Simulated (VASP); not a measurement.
# CuO (P-1) in VASP: further runs, part 3 of 3

VASP 6.6.1. The steps go on from the part before.

## Step 5: Single point, RPBE+D3(BJ)

This run uses another cell than the first one, of 8.84 Å³/atom, 1.067 times its volume.

INCAR

```
PREC = Accurate ; ENCUT = 520
EDIFF = 1E-6 ; ISMEAR = -1
SIGMA = 0.05 ; LREAL = F
LASPH = T ; NELM = 60
ALGO = Normal ; ISIF = 2
LWAVE = F ; LCHARG = F
GGA = RP ; IVDW = 12
NBANDS = 44
```

KPOINTS

```
Automatic mesh
0
Gamma
  9 5 5
```

POSCAR

```
CuO
1.0
   -2.4230658788      1.5055481055      0.1232603105
    1.1427636195     -0.0040509165     -4.8954209628
   -2.4289369796     -4.5246786982      0.1167911950
Cu O
4 4
Direct
    0.2499879045     -0.0000001292      0.2500122699
    0.7500187587      0.0000047087      0.7500098480
    1.0000074751      0.5000128120      0.5000025164
    0.4999853441      0.4999869599      0.9999909347
    0.6697151697      0.7499544824      0.3282551345
    0.1697333832      0.7499581863      0.8282503745
    0.8302641429      0.2500424233      0.1717436351
    0.3302878519      0.2500405365      0.6717353169
```

Potentials or basis: VASP PAW PBE potentials, release 64 (Cu, O).

Started as:

```sh
> cat potpaw_PBE.64/Cu/POTCAR potpaw_PBE.64/O/POTCAR > POTCAR
> mpirun -np 1 vasp_std > vasp.out
```

OUTCAR:

```text
PREC = Accurate
   ENCUT = 520
   EDIFF = 1E-6
   ISMEAR = -1
   LREAL = F
   LASPH = T
   NELM = 60
   ISIF = 2
   GGA = RP
   IVDW = 12
 IVDW          = 12

 ion  position               nearest neighbor table
   1  0.250  1.000  0.250-   5 1.93   7 1.93   5 1.99   7 1.99   8 2.33   6 2.33
   2  0.750  0.000  0.750-   6 1.93   8 1.93   6 1.99   8 1.99   7 2.33   5 2.33
   3  0.000  0.500  0.500-   6 1.93   7 1.93   5 2.00   8 2.00   5 2.32   8 2.32
   4  0.500  0.500  1.000-   8 1.93   5 1.93   7 2.00   6 2.00   7 2.32   6 2.32
   5  0.670  0.750  0.328-   1 1.93   4 1.93   1 1.99   3 2.00   3 2.32   2 2.33
   6  0.170  0.750  0.828-   2 1.93   3 1.93   2 1.99   4 2.00   4 2.32   1 2.33
   7  0.830  0.250  0.172-   1 1.93   3 1.93   1 1.99   4 2.00   4 2.32   2 2.33
   8  0.330  0.250  0.672-   2 1.93   4 1.93   2 1.99   3 2.00   3 2.32   1 2.33

  LATTYP: Found a triclinic cell.
 ALAT       =     2.8553662559
 B/A-ratio  =     2.1118947944
 C/A-ratio  =     1.7605566557
 COS(alpha) =     0.0016291945
 COS(beta)  =     0.2353696513
 COS(gamma) =     0.5264892482

  Lattice vectors:

 A1 = (   2.4230658788,  -1.5055481055,  -0.1232603105)
 A2 = (  -0.0058711008,  -6.0302268037,  -0.0064691155)
 A3 = (   1.1427636195,  -0.0040509165,  -4.8954209628)

Analysis of symmetry for initial positions (statically):
=====================================================================
 Subroutine PRICEL returns:
 Original cell was already a primitive cell.

 Routine SETGRP: Setting up the symmetry group for a
 triclinic supercell.

 Subroutine GETGRP returns: Found  1 space group operations
 (whereof  1 operations were pure point group operations)
 out of a pool of  2 trial point group operations.

The static configuration has the point symmetry C_1 .

Analysis of symmetry for dynamics (positions and initial velocities):
=====================================================================
 Subroutine PRICEL returns:
 Original cell was already a primitive cell.

 Routine SETGRP: Setting up the symmetry group for a
 triclinic supercell.

 Subroutine GETGRP returns: Found  1 space group operations
 (whereof  1 operations were pure point group operations)
 out of a pool of  2 trial point group operations.

The dynamic configuration has the point symmetry C_1 .

 Subroutine INISYM returns: Found  1 space group operations
 (whereof  1 operations are pure point group operations),
 and found     1 'primitive' translations

----------------------------------------------------------------------------------------

                                     Primitive cell

  volume of cell :      70.7350

  direct lattice vectors                    reciprocal lattice vectors
    -2.423065879  1.505548105  0.123260310    -0.313150004  0.166214697 -0.073237778
     1.142763619 -0.004050916 -4.895420963    -0.010370362  0.000231834 -0.206693524
    -2.428936980 -4.524678698  0.116791195    -0.104188699 -0.165703858 -0.024184192

  length of vectors
     2.855366256  5.027034066  5.136739467     0.362013843  0.206953645  0.197225578

  position of ions in fractional coordinates (direct lattice)
     0.249987905  0.999999871  0.250012270
     0.750018759  0.000004709  0.750009848
     0.000007475  0.500012812  0.500002516
     0.499985344  0.499986960  0.999990935
     0.669715170  0.749954482  0.328255134
[... 66 lines left out ...]
  0.000000  0.000000  0.200000      2.000000
 [... further k-points ...]
   k-points           NKPTS =    113   k-points in BZ     NKDIM =    113   number of bands    NBANDS=     44
   number of dos      NEDOS =    301   number of ions     NIONS =      8
   total plane-waves  NPLWV =  38400
   dimension x,y,z NGX =    24 NGY =   40 NGZ =   40
   dimension x,y,z NGXF=    48 NGYF=   80 NGZF=   80
   ions per type =               4   4
   NGX,Y,Z   is equivalent  to a cutoff of  13.97, 13.23, 12.95 a.u.
   NGXF,Y,Z  is equivalent  to a cutoff of  27.95, 26.46, 25.89 a.u.
 SYSTEM =  unknown system
   PREC   = accura    normal or accurate (medium, high low for compatibility)
   ISTART =      0    job   : 0-new  1-cont  2-samecut
   ICHARG =      2    charge: 1-file 2-atom 10-const
   ISPIN  =      1    spin polarized calculation?
   LNONCOLLINEAR =      F non collinear calculations
   LSORBIT =      F    spin-orbit coupling
   LASPH  =      T    aspherical Exc in radial PAW
   ENCUT  =  520.0 eV  38.22 Ry    6.18 a.u.   5.31  9.35  9.55*2*pi/ulx,y,z
   NELM   =     60;   NELMIN=  2; NELMDL= -5     # of ELM steps
   EDIFF  = 0.1E-05   stopping-criterion for ELM
   LREAL  =      F    real-space projection
   EDIFFG = 0.1E-04   stopping-criterion for IOM
   NSW    =      0    number of steps for IOM
   IBRION =     -1    ionic relax: 0-MD 1-quasi-New 2-CG
   NFREE  =      0    steps in history (QN), initial steepest desc. (CG)
   ISIF   =      2    stress and relaxation
   ISYM   =      2    0-nonsym 1-usesym 2-fastsym
   POTIM  = 0.5000    time-step for ionic-motion
   TEBEG  =    0.0;   TEEND  =   0.0 temperature during run
   PSTRESS=    0.0 pullay stress
   NELECT =      68.0000    total number of electrons
   NUPDOWN=      -1.0000    fix difference up-down
   EMIN   =  10.00;   EMAX   =-10.00  energy-range for DOS
   EFERMI =   0.00;   METHOD = LEGACY
   ISMEAR =    -1;   SIGMA  =   0.05  broadening in eV -4-tet -1-fermi 0-gaus
   EFERMI_NEDOS =   21; number of points for ismear=-14 and -15
   IALGO  =     38    algorithm
   IMIX   =      4    mixing-type and parameters
     AMIX     =   0.40;   BMIX     =  1.00
     AMIX_MAG =   1.60;   BMIX_MAG =  1.00
  volume/ion in A,a.u.               =       8.84        59.67
  Fermi-wavevector in a.u.,A,eV,Ry     =   1.615721  3.053269 35.518729  2.610553
  Thomas-Fermi vector in A             =   2.710423
   LORBIT       =      0    0 simple, 1 ext, 2 COOP (PROOUT), +10 PAW based schemes
   GGA     = RP    functional components
   LHFCALC =     F    Hartree Fock is set to
   AEXX    =    0.0000 exact exchange contribution
   IVDW    =    12    specifies the selected vdW correction
   LEPSILON=     F    determine dielectric tensor
   LRPA    =     F    only Hartree local field effects (RPA)
 non-spin polarized calculation
  energy-cutoff  :      520.00
  volume of cell :       70.74
 maximum number of plane-waves:      1923
 NGX is ok and might be reduce to    24
   NGX = 11   NGY = 19   NGZ = 19

 number of electron      67.9999979 magnetization

 Free energy of the ion-electron system (eV)
  ---------------------------------------------------
  ext. energy  EPLUGINS =         0.00000000
  ---------------------------------------------------
  free energy    TOTEN  =       -34.17267334 eV

  energy without entropy =      -34.13729970  energy(sigma->0) =      -34.15498652

 E-fermi :   7.5544     XC(G=0): -12.6174

 val. band max:        7.5433681091   @ k =   0.3333   0.4000  -0.0000
 cond. band min:       7.5571251369   @ k =  -0.4444   0.4000   0.4000
 fundamental gap:      0.0137570278
 Fermi energy:         7.5543828196

 k-point     1 :       0.0000    0.0000    0.0000
  band No.  band energies     occupation
      1     -13.1316      2.00000
      2     -11.9101      2.00000
      3     -11.6211      2.00000
      4     -11.3600      2.00000
      5      -1.0827      2.00000
      6      -0.2537      2.00000
[... 1117 lines left out ...]
     43      18.2506      0.00000
     44      19.6595      0.00000

 [... further k-points ...]

------------------------ aborting loop because EDIFF is reached ----------------------------------------

 Edisp (eV)  -11.08740

 E8    (eV) :    -6.5376

  FORCE on cell =-STRESS in cart. coord.  units (eV):
  Direction    XX          YY          ZZ          XY          YZ          ZX
  --------------------------------------------------------------------------------------
  -------------------------------------------------------------------------------------
  Total       0.28738     0.07301     0.27351    -0.00068     0.00189    -0.02025
  in kB       6.50921     1.65374     6.19501    -0.01544     0.04279    -0.45869
  external pressure =        4.79 kB  Pullay stress =        0.00 kB

 VOLUME and BASIS-vectors are now :
 -----------------------------------------------------------------------------
  energy-cutoff  :      520.00
  volume of cell :       70.74
      direct lattice vectors                 reciprocal lattice vectors
    -2.423065879  1.505548105  0.123260310    -0.313150004  0.166214697 -0.073237778
     1.142763619 -0.004050916 -4.895420963    -0.010370362  0.000231834 -0.206693524
    -2.428936980 -4.524678698  0.116791195    -0.104188699 -0.165703858 -0.024184192

 POSITION                                       TOTAL-FORCE (eV/Angst)
 -----------------------------------------------------------------------------------
     -0.07024     -0.75891     -4.83541        -0.000058      0.000544     -0.000120
     -3.63907     -2.26436      0.18002         0.000222     -0.000005      0.000047
     -0.64310     -2.26436     -2.38938         0.000232      0.000498      0.000945
     -3.06905     -3.77391     -2.26923        -0.000373     -0.000463     -0.000918
     -1.56305     -0.48000     -3.55046         0.000068     -0.069259      0.001498
     -1.56602     -3.49506     -3.55371        -0.001777     -0.070676      0.001051
     -2.14320      0.47190     -1.10167         0.001102      0.069782     -0.001285
     -2.14617     -2.54314     -1.10489         0.000584      0.069579     -0.001219
 -----------------------------------------------------------------------------------
    total drift:                                0.000003      0.000006      0.000036

  FREE ENERGIE OF THE ION-ELECTRON SYSTEM (eV)
  ---------------------------------------------------
  free  energy   TOTEN  =       -45.2600758002 eV

  energy  without entropy=      -45.2247021523  energy(sigma->0) =      -45.24238898
```

It used 1400 s of CPU time on 1 thread of AMD EPYC 7R13 Processor (Zen 3), with other jobs on the host.

What came out:

```yaml
Free_energy: -45.2601 eV
Pressure: 0.5 GPa
Largest_force: 0.071 eV/Å
Band_gap_on_the_k_mesh: zero (band 34 reaches 7.85 eV, above the bottom of band 35 at 7.28 eV)
Dispersion_energy_per_atom: -1.386 eV
```

Forces on the atoms (eV/Å):
```
Cu   0.000  0.001  0.000
Cu   0.000  0.000  0.000
Cu   0.000  0.000  0.001
Cu   0.000  0.000 -0.001
O    0.000 -0.069  0.001
O   -0.002 -0.071  0.001
O    0.001  0.070 -0.001
O    0.001  0.070 -0.001
```

Caveat: the PAW data sets were made with another functional, which shifts forces and pressure a little; semilocal functionals often make such compounds metallic where correlation or magnetic order opens a gap, which also shifts bond lengths; pairwise dispersion overbinds metals, which lowers pressure and volume. With open d or f shells a metallic result of RPBE can be an artefact of self-interaction; +U or a hybrid may open a gap.

## Step 6: Summary

```csv
level,cell,gap on the mesh (eV),pressure (GPa),largest force (eV/Å)
PBEsol,"a = 2.793, b = 4.938, c = 5.023 Å, angles 97.6, 93.3, 104.2°, 8 atoms",none,30.9,0.07
PBEsol,"a = 2.807, b = 4.984, c = 5.222 Å, angles 96.3, 97.2, 101.7°, 8 atoms",none,20.9,0.07
PBEsol,"a = 2.832, b = 5.032, c = 5.645 Å, angles 94.2, 104.1, 98.4°, 8 atoms",none,10.9,0.05
RPBE+D3(BJ),"a = 2.855, b = 5.027, c = 5.137 Å, angles 97.4, 93.6, 103.6°, 8 atoms",none,0.5,0.07
```

Alike in all rows: task single point; potentials or basis VASP PAW PBE potentials, release 64 (Cu, O); no spin polarisation; k mesh 9 × 5 × 5; cutoff (eV) 520; smearing fermi-dirac 0.05 eV.

Caveats: the PAW data sets were made with another functional, which shifts forces and pressure a little; semilocal functionals often make such compounds metallic where correlation or magnetic order opens a gap, which also shifts bond lengths; pairwise dispersion overbinds metals, which lowers pressure and volume (some runs).

Total energies depend on the potentials used, so only differences within one code and one set of settings carry meaning.
